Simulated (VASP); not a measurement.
# Co (P6_3/mmc) in VASP: notebook, part 2 of 2

VASP 6.6.1. The steps go on from the part before.

## (5) Single point, PBEsol, collinear spin, ferromagnetic start

This run uses another cell than the first one, of 9.34 Å³/atom.

Input file INCAR:

```
SYSTEM = Co
  PREC = Accurate
  ENCUT = 520
  EDIFF = 1E-6
  ISMEAR = 0
  SIGMA = 0.15
  LREAL = .FALSE.
  LASPH = .TRUE.
  NELM = 150
  ALGO = Normal
  ISIF = 2
  LWAVE = .FALSE.
  LCHARG = .TRUE.
  ISPIN = 2
  MAGMOM = 1.79 1.79
  LORBIT = 11
  LMAXMIX = 4
  GGA = PS
  LELF = .TRUE.
  LVHAR = .TRUE.
  NBANDS = 20
```

Input file KPOINTS:

```
regular mesh
0
G
  21 21 12
  0 0 0
```

Input file POSCAR:

```
Co
1.0
    2.4310000000      0.0000000000      0.0000000000
   -1.2155000000      2.1053077566      0.0000000000
    0.0000000000      0.0000000000      3.6500000000
Co
2
Direct
    0.3333333333      0.6666666667      0.2500000000
    0.6666666667      0.3333333333      0.7500000000
```

Potentials or basis: VASP PAW PBE potentials, release 64 (Co).

On the command line:

```sh
$ cat potpaw_PBE.64/Co/POTCAR > POTCAR
$ mpirun -np 1 vasp_std > vasp.out
```

OUTCAR:

```text
SYSTEM = Co
   PREC = Accurate
   ENCUT = 520
   EDIFF = 1E-6
   ISMEAR = 0
   LREAL = .FALSE.
   LASPH = .TRUE.
   NELM = 150
   ISIF = 2
   ISPIN = 2
   LORBIT = 11
   GGA = PS

 ion  position               nearest neighbor table
   1  0.333  0.667  0.250-   2 2.30   2 2.30   2 2.30   2 2.30   2 2.30   2 2.30
   2  0.667  0.333  0.750-   1 2.30   1 2.30   1 2.30   1 2.30   1 2.30   1 2.30

  LATTYP: Found a hexagonal cell.
 ALAT       =     2.4310000000
 C/A-ratio  =     1.5014397367

  Lattice vectors:

 A1 = (   2.4310000000,   0.0000000000,   0.0000000000)
 A2 = (  -1.2155000000,   2.1053077566,   0.0000000000)
 A3 = (   0.0000000000,   0.0000000000,   3.6500000000)

Analysis of symmetry for initial positions (statically):
=====================================================================
 Subroutine PRICEL returns:
 Original cell was already a primitive cell.

 Routine SETGRP: Setting up the symmetry group for a
 hexagonal supercell.

 Subroutine GETGRP returns: Found 24 space group operations
 (whereof 12 operations were pure point group operations)
 out of a pool of 24 trial point group operations.

The static configuration has the point symmetry D_3d.
 The point group associated with its full space group is D_6h.

Analysis of symmetry for dynamics (positions and initial velocities):
=====================================================================
 Subroutine PRICEL returns:
 Original cell was already a primitive cell.

 Routine SETGRP: Setting up the symmetry group for a
 hexagonal supercell.

 Subroutine GETGRP returns: Found 24 space group operations
 (whereof 12 operations were pure point group operations)
 out of a pool of 24 trial point group operations.

The dynamic configuration has the point symmetry D_3d.
 The point group associated with its full space group is D_6h.

Analysis of structural, dynamic, and magnetic symmetry:
=====================================================================
 Subroutine PRICEL returns:
 Original cell was already a primitive cell.

 Routine SETGRP: Setting up the symmetry group for a
 hexagonal supercell.

 Subroutine GETGRP returns: Found 24 space group operations
 (whereof 12 operations were pure point group operations)
 out of a pool of 24 trial point group operations.

The overall configuration has the point symmetry D_3d.
 The point group associated with its full space group is D_6h.

 Subroutine INISYM returns: Found 24 space group operations
 (whereof 12 operations are pure point group operations),
 and found     1 'primitive' translations

----------------------------------------------------------------------------------------

                                     Primitive cell

  volume of cell :      18.6807

  direct lattice vectors                    reciprocal lattice vectors
     2.431000000  0.000000000  0.000000000     0.411353353  0.237494969  0.000000000
    -1.215500000  2.105307757  0.000000000     0.000000000  0.474989938  0.000000000
     0.000000000  0.000000000  3.650000000     0.000000000  0.000000000  0.273972603

  length of vectors
     2.431000000  2.431000000  3.650000000     0.474989938  0.474989938  0.273972603

  position of ions in fractional coordinates (direct lattice)
     0.333333333  0.666666667  0.250000000
     0.666666667  0.333333333  0.750000000

[... 69 lines left out ...]
   ICHARG =      2    charge: 1-file 2-atom 10-const
   ISPIN  =      2    spin polarized calculation?
   LNONCOLLINEAR =      F non collinear calculations
   LSORBIT =      F    spin-orbit coupling
   LASPH  =      T    aspherical Exc in radial PAW
   ENCUT  =  520.0 eV  38.22 Ry    6.18 a.u.   4.52  4.52  6.79*2*pi/ulx,y,z
   NELM   =    150;   NELMIN=  2; NELMDL= -5     # of ELM steps
   EDIFF  = 0.1E-05   stopping-criterion for ELM
   LREAL  =      F    real-space projection
   EDIFFG = 0.1E-04   stopping-criterion for IOM
   NSW    =      0    number of steps for IOM
   IBRION =     -1    ionic relax: 0-MD 1-quasi-New 2-CG
   NFREE  =      0    steps in history (QN), initial steepest desc. (CG)
   ISIF   =      2    stress and relaxation
   ISYM   =      2    0-nonsym 1-usesym 2-fastsym
   POTIM  = 0.5000    time-step for ionic-motion
   TEBEG  =    0.0;   TEEND  =   0.0 temperature during run
   PSTRESS=    0.0 pullay stress
   NELECT =      18.0000    total number of electrons
   NUPDOWN=      -1.0000    fix difference up-down
   EMIN   =  10.00;   EMAX   =-10.00  energy-range for DOS
   EFERMI =   0.00;   METHOD = LEGACY
   ISMEAR =     0;   SIGMA  =   0.15  broadening in eV -4-tet -1-fermi 0-gaus
   EFERMI_NEDOS =   21; number of points for ismear=-14 and -15
   IALGO  =     38    algorithm
   IMIX   =      4    mixing-type and parameters
     AMIX     =   0.40;   BMIX     =  1.00
     AMIX_MAG =   1.60;   BMIX_MAG =  1.00
  volume/ion in A,a.u.               =       9.34        63.03
  Fermi-wavevector in a.u.,A,eV,Ry     =   1.616967  3.055625 35.573558  2.614583
  Thomas-Fermi vector in A             =   2.711468
   LORBIT       =     11    0 simple, 1 ext, 2 COOP (PROOUT), +10 PAW based schemes
   GGA     = PS    functional components
   LHFCALC =     F    Hartree Fock is set to
   AEXX    =    0.0000 exact exchange contribution
   IVDW    =     0    specifies the selected vdW correction
   LEPSILON=     F    determine dielectric tensor
   LRPA    =     F    only Hartree local field effects (RPA)
 spin polarized calculation
 Gauss-broadening in eV      SIGMA  =   0.15
  energy-cutoff  :      520.00
  volume of cell :       18.68
 maximum number of plane-waves:       523
 NGX is ok and might be reduce to    18
   NGX =  9   NGY =  9   NGZ = 13

 number of electron      17.9999992 magnetization       2.8432756

 Free energy of the ion-electron system (eV)
  ---------------------------------------------------
  ext. energy  EPLUGINS =         0.00000000
  ---------------------------------------------------
  free energy    TOTEN  =       -15.21699139 eV

  energy without entropy =      -15.19550729  energy(sigma->0) =      -15.20624934

 E-fermi :  12.3410     XC(G=0): -14.4849

 val. band max:       12.3404796204   @ k =   0.2381   0.0952   0.2500
 cond. band min:      12.3432501228   @ k =   0.4762   0.0476   0.0000
 fundamental gap:      0.0027705024
 Fermi energy:        12.3410227245

 spin component 1

 k-point     1 :       0.0000    0.0000    0.0000
  band No.  band energies     occupation
      1       2.4888      1.00000
      2       6.4624      1.00000
      3       9.5353      1.00000
      4       9.5353      1.00000
      5      10.0035      1.00000
      6      10.0572      1.00000
[... 541 lines left out ...]
     19      39.1621      0.00000
     20      41.1970      0.00000

 [... further k-points ...]

 spin component 2

 k-point     1 :       0.0000    0.0000    0.0000
  band No.  band energies     occupation
      1       2.5692      1.00000
      2       7.3781      1.00000
      3      10.9735      1.00000
      4      10.9735      1.00000
      5      11.5289      1.00000
      6      11.5627      1.00000
[... 541 lines left out ...]
     19      39.3970      0.00000
     20      41.6772      0.00000

 [... further k-points ...]

------------------------ aborting loop because EDIFF is reached ----------------------------------------

  FORCE on cell =-STRESS in cart. coord.  units (eV):
  Direction    XX          YY          ZZ          XY          YZ          ZX
  --------------------------------------------------------------------------------------
  -------------------------------------------------------------------------------------
  Total        2.5608077      2.5608077      6.1037779      0.0000000      0.0000000      0.0000000
  in kB      219.6312469    219.6312469    523.4990425      0.0000000      0.0000000      0.0000000
  external PRESSURE =     320.9205121 kB  Pullay stress =       0.0000000 kB

 VOLUME and BASIS-vectors are now :
 -----------------------------------------------------------------------------
  energy-cutoff  :      520.00
  volume of cell :       18.68
      direct lattice vectors                 reciprocal lattice vectors
     2.431000000  0.000000000  0.000000000     0.411353353  0.237494969  0.000000000
    -1.215500000  2.105307757  0.000000000     0.000000000  0.474989938  0.000000000
     0.000000000  0.000000000  3.650000000     0.000000000  0.000000000  0.273972603

 POSITION                                       TOTAL-FORCE (eV/Angst)
 -----------------------------------------------------------------------------------
     -0.00000      1.40354      0.91250         0.000000      0.000000      0.000000
      1.21550      0.70177      2.73750        -0.000000     -0.000000      0.000000
 -----------------------------------------------------------------------------------
    total drift:                               -0.000000      0.000000     -0.000000

  FREE ENERGIE OF THE ION-ELECTRON SYSTEM (eV)
  ---------------------------------------------------
  free  energy   TOTEN  =       -15.2169913945 eV

  energy  without entropy=      -15.1955072889  energy(sigma->0) =      -15.20624934

 total charge

# of ion       s       p       d       tot
------------------------------------------
    1        0.559   0.670   7.392   8.622
    2        0.559   0.670   7.392   8.622
--------------------------------------------------
tot          1.118   1.341  14.784  17.243

 magnetization (x)

# of ion       s       p       d       tot
------------------------------------------
    1       -0.016  -0.051   1.477   1.410
    2       -0.016  -0.051   1.477   1.410
--------------------------------------------------
tot         -0.032  -0.102   2.955   2.821
```

OSZICAR:

```text
N       E                     dE             d eps       ncg     rms          rms(c)
DAV:   1     0.830664823950E+02    0.83066E+02   -0.78507E+03 28820   0.124E+03
DAV:   2    -0.128790800275E+02   -0.95946E+02   -0.86111E+02 27340   0.221E+02
DAV:   3    -0.174985672292E+02   -0.46195E+01   -0.44377E+01 30328   0.576E+01
DAV:   4    -0.175679343716E+02   -0.69367E-01   -0.69312E-01 33000   0.624E+00
DAV:   5    -0.175699648817E+02   -0.20305E-02   -0.20304E-02 31268   0.103E+00    0.188E+01
DAV:   6    -0.155020703619E+02    0.20679E+01   -0.61149E+00 31152   0.546E+01    0.561E+00
DAV:   7    -0.152622326362E+02    0.23984E+00   -0.79316E-01 33464   0.170E+01    0.394E+00
DAV:   8    -0.152301603871E+02    0.32072E-01   -0.14271E-02 39964   0.128E+00    0.218E+00
DAV:   9    -0.152173817905E+02    0.12779E-01   -0.23475E-03 44044   0.723E-01    0.521E-01
DAV:  10    -0.152168731480E+02    0.50864E-03   -0.37475E-04 30012   0.238E-01    0.166E-01
DAV:  11    -0.152169913894E+02   -0.11824E-03   -0.68138E-05 36608   0.163E-01    0.301E-02
DAV:  12    -0.152169909795E+02    0.40988E-06   -0.11380E-05 29668   0.334E-02    0.195E-02
DAV:  13    -0.152169920988E+02   -0.11193E-05   -0.13291E-06 22860   0.159E-02    0.907E-03
DAV:  14    -0.152169913945E+02    0.70434E-06   -0.25916E-07 14364   0.828E-03
   1 F= -.15216991E+02 E0= -.15206249E+02  d E =-.214841E-01  mag=     2.8438
```

stdout:

```text
POSCAR found type information on POSCAR Co
 POSCAR found :  1 types and       2 ions
 scaLAPACK will be used
 -----------------------------------------------------------------------------
|                                                                             |
|                                                                             |
|     You enforced a specific xc type in the INCAR file but a different       |
|     I HOPE YOU KNOW WHAT YOU ARE DOING!                                     |
|                                                                             |
 -----------------------------------------------------------------------------

 LDA part: xc-table for (Slater+PW92), standard interpolation
 POSCAR, INCAR and KPOINTS ok, starting setup
 FFT: planning ... GRIDC
 FFT: planning ... GRID_SOFT
 FFT: planning ... GRID
 WAVECAR not read
 entering main loop
```

Run time: 89 s. Hardware: 1 thread of Intel Xeon 6975P-C (Granite Rapids), shared host; peak memory 0.27 GiB.

What came out:

* Free energy: -15.2170 eV
* Pressure: 32.1 GPa
* Net moment: 2.84 μB per cell
* Site moments: Co +1.41 μB
* Valence electrons inside the program's atomic spheres: Co 8.62

Levels at points of the mesh, in eV from the Fermi level:
Spin up:
| k point | band 8 | band 9 | band 10 | band 11 | band 12 | band 13 |
| --- | --- | --- | --- | --- | --- | --- |
| (0.00, 0.00, 0.00) | -2.20 | -2.20 | -0.44 | -0.44 | 0.84 | 9.02 |
| (0.00, 0.00, 0.50) | -2.88 | -0.81 | -0.81 | -0.81 | -0.81 | 18.81 |
Spin down:
```tsv
k point	band 5	band 6	band 7	band 8	band 9	band 10
(0.00, 0.00, 0.00)	-0.81	-0.78	-0.78	-0.74	-0.74	0.90
(0.00, 0.00, 0.50)	-1.60	-1.60	-1.60	-1.60	0.78	0.78
```

Caveat: the cell stands under pressure; the PAW data sets were made with another functional, which shifts forces and pressure a little.

## (6) Overview

```csv
cell,gap on the mesh (eV),pressure (GPa),moment (μB)
"a = 2.406, b = 2.406, c = 3.809 Å, angles 90.0, 90.0, 120.0°, 2 atoms",none,23.3,2.99
"a = 2.374, b = 2.374, c = 3.769 Å, angles 90.0, 90.0, 120.0°, 2 atoms",none,37.5,2.92
"a = 2.480, b = 2.480, c = 3.491 Å, angles 90.0, 90.0, 120.0°, 2 atoms",none,34.9,2.49
"a = 2.431, b = 2.431, c = 3.650 Å, angles 90.0, 90.0, 120.0°, 2 atoms",none,32.1,2.84
```

Alike in all rows: task single point; level PBEsol; potentials or basis VASP PAW PBE potentials, release 64 (Co); spin collinear, ferromagnetic start; k mesh 21 × 21 × 12; cutoff (eV) 520; smearing gaussian 0.15 eV.

Caveats: the cell stands under pressure; the PAW data sets were made with another functional, which shifts forces and pressure a little.

Absolute energies hang on the potentials; compare differences alone.
